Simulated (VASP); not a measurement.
# BN (I-4m2) in VASP: notebook, part 2 of 2

VASP 6.6.1.

## 4. Single point, HSE06 (epitaxial xy strain +2.0%)

File POSCAR:

```
BN
1.0
    0.0000000000      1.8409219587      1.7893037172
    1.8409219587      0.0000000000      1.7893037172
    1.8409219587      1.8409219587      0.0000000000
B N
1 1
Direct
    0.0000000000      0.0000000000      0.0000000000
    0.2500000000      0.2500000000      0.2500000000
```

File INCAR.step1:

```
PREC     = Accurate       # precision mode
ENCUT    = 520            # plane-wave cutoff, eV
EDIFF    = 1E-5           # SCF threshold, eV
ISMEAR   = 0              # smearing method
SIGMA    = 0.01           # smearing width, eV
LREAL    = F              # projectors in reciprocal space
LASPH    = T              # aspherical terms in the spheres
NELM     = 80             # most SCF steps
ALGO     = Normal         # electronic algorithm
ISIF     = 2              # what is computed and relaxed
LWAVE    = T              # write WAVECAR
LCHARG   = F              # write CHGCAR
GGA      = PE             # functional
NBANDS   = 11             # bands
```

File INCAR.step2:

```
PREC     = Accurate       # precision mode
ENCUT    = 520            # plane-wave cutoff, eV
EDIFF    = 1E-7           # SCF threshold, eV
ISMEAR   = 0              # smearing method
SIGMA    = 0.01           # smearing width, eV
LREAL    = F              # projectors in reciprocal space
LASPH    = T              # aspherical terms in the spheres
NELM     = 80             # most SCF steps
ALGO     = Normal         # electronic algorithm
ISIF     = 2              # what is computed and relaxed
LWAVE    = F              # write WAVECAR
LCHARG   = F              # write CHGCAR
GGA      = PE             # functional
LHFCALC  = T              # exact exchange
HFSCREEN = 0.2079         # screening, 1/A
PRECFOCK = Normal       
ISTART   = 1            
NBANDS   = 11             # bands
```

File KPOINTS:

```
Automatic mesh
0
Gamma
  8 8 8
```

Potentials or basis: VASP PAW PBE potentials, release 64 (B, N).

On the command line:

```
cat potpaw_PBE.64/B/POTCAR potpaw_PBE.64/N/POTCAR > POTCAR
cp INCAR.step1 INCAR
mpirun -np 1 vasp_std > vasp.out
cp INCAR.step2 INCAR
mpirun -np 1 vasp_std > vasp.out
```

OUTCAR:

```text
PREC = Accurate
   ENCUT = 520
   EDIFF = 1E-7
   ISMEAR = 0
   LREAL = F
   LASPH = T
   NELM = 80
   ISIF = 2
   GGA = PE
   LHFCALC = T
   HFSCREEN = 0.2079
   PRECFOCK = Normal
   ISTART = 1

 ion  position               nearest neighbor table
   1  0.000  0.000  0.000-   2 1.58   2 1.58   2 1.58   2 1.58
   2  0.250  0.250  0.250-   1 1.58   1 1.58   1 1.58   1 1.58

  LATTYP: Found a body centered tetragonal cell.
 ALAT       =     2.6034568013
 C/A-ratio  =     1.3745599438

  Lattice vectors:

 A1 = (   0.0000000000,  -1.8409219587,  -1.7893037172)
 A2 = (   0.0000000000,   1.8409219587,  -1.7893037172)
 A3 = (   1.8409219587,   0.0000000000,   1.7893037172)

Analysis of symmetry for initial positions (statically):
=====================================================================
 Subroutine PRICEL returns:
 Original cell was already a primitive cell.

 Routine SETGRP: Setting up the symmetry group for a
 body centered tetragonal supercell.

 Subroutine GETGRP returns: Found  8 space group operations
 (whereof  8 operations were pure point group operations)
 out of a pool of 16 trial point group operations.

The static configuration has the point symmetry D_2d.

Analysis of symmetry for dynamics (positions and initial velocities):
=====================================================================
 Subroutine PRICEL returns:
 Original cell was already a primitive cell.

 Routine SETGRP: Setting up the symmetry group for a
 body centered tetragonal supercell.

 Subroutine GETGRP returns: Found  8 space group operations
 (whereof  8 operations were pure point group operations)
 out of a pool of 16 trial point group operations.

The dynamic configuration has the point symmetry D_2d.

 Subroutine INISYM returns: Found  8 space group operations
 (whereof  8 operations are pure point group operations),
 and found     1 'primitive' translations

----------------------------------------------------------------------------------------

                                     Primitive cell

  volume of cell :      12.1279

  direct lattice vectors                    reciprocal lattice vectors
     0.000000000  1.840921959  1.789303717    -0.271603040  0.271603040  0.279438306
     1.840921959  0.000000000  1.789303717     0.271603040 -0.271603040  0.279438306
     1.840921959  1.840921959  0.000000000     0.271603040  0.271603040 -0.279438306

  length of vectors
     2.567216674  2.567216674  2.603456801     0.474997041  0.474997041  0.474997041

  position of ions in fractional coordinates (direct lattice)
     0.000000000  0.000000000  0.000000000
     0.250000000  0.250000000  0.250000000

  ion indices of the primitive-cell ions
   primitive index   ion index
                 1           1
                 2           2

----------------------------------------------------------------------------------------

 KPOINTS: Automatic mesh

Automatic generation of k-mesh.
 Grid dimensions read from file:
 generate k-points for:    8    8    8

 Generating k-lattice:
[... 41 lines left out ...]
  0.250000  0.000000  0.125000     16.000000
  0.375000  0.000000  0.125000     16.000000
 [... further k-points ...]
   k-points           NKPTS =     59   k-points in BZ     NKDIM =    512   number of bands    NBANDS=     11
   number of dos      NEDOS =    301   number of ions     NIONS =      2
   total plane-waves  NPLWV =   8000
   dimension x,y,z NGX =    20 NGY =   20 NGZ =   20
   dimension x,y,z NGXF=    40 NGYF=   40 NGZF=   40
   ions per type =               1   1
   NGX,Y,Z   is equivalent  to a cutoff of  12.95, 12.95, 12.77 a.u.
   NGXF,Y,Z  is equivalent  to a cutoff of  25.90, 25.90, 25.54 a.u.
 SYSTEM =  unknown system
   PREC   = accura    normal or accurate (medium, high low for compatibility)
   ISTART =      1    job   : 0-new  1-cont  2-samecut
   ICHARG =      0    charge: 1-file 2-atom 10-const
   ISPIN  =      1    spin polarized calculation?
   LNONCOLLINEAR =      F non collinear calculations
   LSORBIT =      F    spin-orbit coupling
   LASPH  =      T    aspherical Exc in radial PAW
   ENCUT  =  520.0 eV  38.22 Ry    6.18 a.u.   4.77  4.77  4.84*2*pi/ulx,y,z
   NELM   =     80;   NELMIN=  2; NELMDL=  0     # of ELM steps
   EDIFF  = 0.1E-06   stopping-criterion for ELM
   LREAL  =      F    real-space projection
   EDIFFG = 0.1E-05   stopping-criterion for IOM
   NSW    =      0    number of steps for IOM
   IBRION =     -1    ionic relax: 0-MD 1-quasi-New 2-CG
   NFREE  =      0    steps in history (QN), initial steepest desc. (CG)
   ISIF   =      2    stress and relaxation
   ISYM   =      3    0-nonsym 1-usesym 2-fastsym
   POTIM  = 0.5000    time-step for ionic-motion
   TEBEG  =    0.0;   TEEND  =   0.0 temperature during run
   PSTRESS=    0.0 pullay stress
   NELECT =       8.0000    total number of electrons
   NUPDOWN=      -1.0000    fix difference up-down
   EMIN   =  10.00;   EMAX   =-10.00  energy-range for DOS
   EFERMI =   0.00;   METHOD = LEGACY
   ISMEAR =     0;   SIGMA  =   0.01  broadening in eV -4-tet -1-fermi 0-gaus
   EFERMI_NEDOS =   21; number of points for ismear=-14 and -15
   IALGO  =     38    algorithm
   IMIX   =      1    mixing-type and parameters
     AMIX     =   0.40;   BMIX     =  1.00
     AMIX_MAG =   1.60;   BMIX_MAG =  1.00
  volume/ion in A,a.u.               =       6.06        40.92
  Fermi-wavevector in a.u.,A,eV,Ry     =   1.425093  2.693035 27.631939  2.030890
  Thomas-Fermi vector in A             =   2.545514
   LORBIT       =      0    0 simple, 1 ext, 2 COOP (PROOUT), +10 PAW based schemes
   GGA     = PE    functional components
   LHFCALC =     T    Hartree Fock is set to
   PRECFOCK=normal    Normal, Fast or Accurate (Low or Medium for compatibility)
   ENCUT4O =  -1.0   cutoff for four orbital integrals eV
   NKREDX  =     1    reduce k-point grid by
   NKREDY  =     1    reduce k-point grid by
   NKREDZ  =     1    reduce k-point grid by
   AEXX    =    0.2500 exact exchange contribution
   HFSCREEN=    0.2079 screening length (either q_TF or 0.3 A-1)
   HFSCREENC=   0.2079 screening length for correlation (either q_TF or 0.3 A-1)
   ENCUTFOCK=  -1.0 apply spherical cutoff to Coloumb kernel
   IVDW    =     0    specifies the selected vdW correction
   LEPSILON=     F    determine dielectric tensor
   LRPA    =     F    only Hartree local field effects (RPA)
 non-spin polarized calculation
 Gauss-broadening in eV      SIGMA  =   0.01
  energy-cutoff  :      520.00
  volume of cell :       12.13
 maximum number of plane-waves:       338
  NGX = 16; NGY = 16; NGZ = 16

 number of electron       8.0000000 magnetization

 Free energy of the ion-electron system (eV)
  ---------------------------------------------------
  ext. energy  EPLUGINS =         0.00000000
  ---------------------------------------------------
  free energy    TOTEN  =       -20.29296576 eV

  energy without entropy =      -20.29296576  energy(sigma->0) =      -20.29296576

 E-fermi :   6.6007     XC(G=0): -10.3890

 val. band max:        6.4086987393   @ k =   0.0000   0.0000   0.0000
 cond. band min:      11.6496726520   @ k =   0.5000   0.5000   0.0000
 fundamental gap:      5.2409739127
 Fermi energy:         6.6006871750

 k-point     1 :       0.0000    0.0000    0.0000
  band No.  band energies     occupation
      1     -15.5627      2.00000
      2       6.1405      2.00000
      3       6.1405      2.00000
      4       6.4087      2.00000
      5      16.5160      0.00000
      6      16.7191      0.00000
      7      16.7191      0.00000
      8      17.8995      0.00000
      9      32.4477      0.00000
     10      34.9117      0.00000
     11      35.7228      0.00000
[... 309 lines left out ...]
 k-point    24 :       0.3750    0.0000    0.1250
  band No.  band energies     occupation
      1     -12.6104      2.00000
      2      -1.9159      2.00000
      3       3.5709      2.00000
      4       3.8255      2.00000
      5      16.8612      0.00000
      6      19.0718      0.00000
      7      20.2399      0.00000
      8      21.9921      0.00000
      9      28.5064      0.00000
     10      33.5319      0.00000
     11      35.2846      0.00000

 [... further k-points ...]
[... 5 lines left out ...]
  --------------------------------------------------------------------------------------
  -------------------------------------------------------------------------------------
  Total       -1.5985783     -1.5985783     -0.2961313      0.0000000      0.0000000      0.0000000
  in kB     -211.1833571   -211.1833571    -39.1210142      0.0000000      0.0000000      0.0000000
  external PRESSURE =    -153.8292428 kB  Pullay stress =       0.0000000 kB

 VOLUME and BASIS-vectors are now :
 -----------------------------------------------------------------------------
  energy-cutoff  :      520.00
  volume of cell :       12.13
      direct lattice vectors                 reciprocal lattice vectors
     0.000000000  1.840921959  1.789303717    -0.271603040  0.271603040  0.279438306
     1.840921959  0.000000000  1.789303717     0.271603040 -0.271603040  0.279438306
     1.840921959  1.840921959  0.000000000     0.271603040  0.271603040 -0.279438306

 POSITION                                       TOTAL-FORCE (eV/Angst)
 -----------------------------------------------------------------------------------
      0.00000      0.00000      0.00000        -0.000000     -0.000000     -0.000000
      0.92046      0.92046      0.89465         0.000000      0.000000      0.000000
 -----------------------------------------------------------------------------------
    total drift:                                0.000001      0.000001     -0.000001

  FREE ENERGIE OF THE ION-ELECTRON SYSTEM (eV)
  ---------------------------------------------------
  free  energy   TOTEN  =       -20.2929657575 eV

  energy  without entropy=      -20.2929657575  energy(sigma->0) =      -20.29296576
```

It took 18 min on 1 thread of Intel Xeon Platinum 8488C (Sapphire Rapids), shared host; peak memory 0.23 GiB.

Results:

```
Free energy            : -20.2930 eV
Pressure               : -15.4 GPa
Band gap on the k mesh : 5.24 eV, indirect (least direct gap 10.11 eV)
```

Levels at points of the mesh, in eV from the valence-band top:
```tsv
k point	band 1	band 2	band 3	band 4	band 5	band 6	band 7	band 8	band 9
(0.00, 0.00, 0.00)	-21.97	-0.27	-0.27	0.00	10.11	10.31	10.31	11.49	26.04
(0.50, 0.00, 0.00)	-17.58	-11.55	-2.45	-2.01	11.09	12.00	12.55	16.92	24.95
(0.50, 0.50, 0.00)	-15.91	-9.48	-5.61	-5.61	5.24	9.94	19.89	19.89	22.96
(0.50, 0.00, 0.50)	-16.24	-9.91	-5.23	-5.20	5.73	10.63	19.57	20.01	22.37
```

Caveat: the cell differs from its parent crystal (epitaxial xy strain +2.0%); the PAW data sets were made with another functional, which shifts forces and pressure a little. A k mesh can miss the band edges.

## 5. Overview

```csv
level,cell,k mesh,smearing,grid for exact exchange (PRECFOCK),screening parameter,gap on the mesh (eV),pressure (GPa)
PBE,"a = 2.559, b = 2.559, c = 2.552 Å, angles 60.1, 60.1, 59.8°, 2 atoms",12 × 12 × 12,fermi-dirac 0.02 eV,-,-,4.41,3.1
PBE,"a = 2.567, b = 2.567, c = 2.603 Å, angles 59.5, 59.5, 60.9°, 2 atoms",12 × 12 × 12,fermi-dirac 0.02 eV,-,-,3.95,-6.5
HSE06,"a = 2.567, b = 2.567, c = 2.603 Å, angles 59.5, 59.5, 60.9°, 2 atoms",8 × 8 × 8,gaussian 0.01 eV,Normal,0.2079 1/Å,5.24,-15.4
```

Alike in all rows: task single point; potentials or basis VASP PAW PBE potentials, release 64 (B, N); no spin polarisation; cutoff (eV) 520.

Caveats: the PAW data sets were made with another functional, which shifts forces and pressure a little (some runs).

Absolute energies hang on the potentials; compare differences alone.
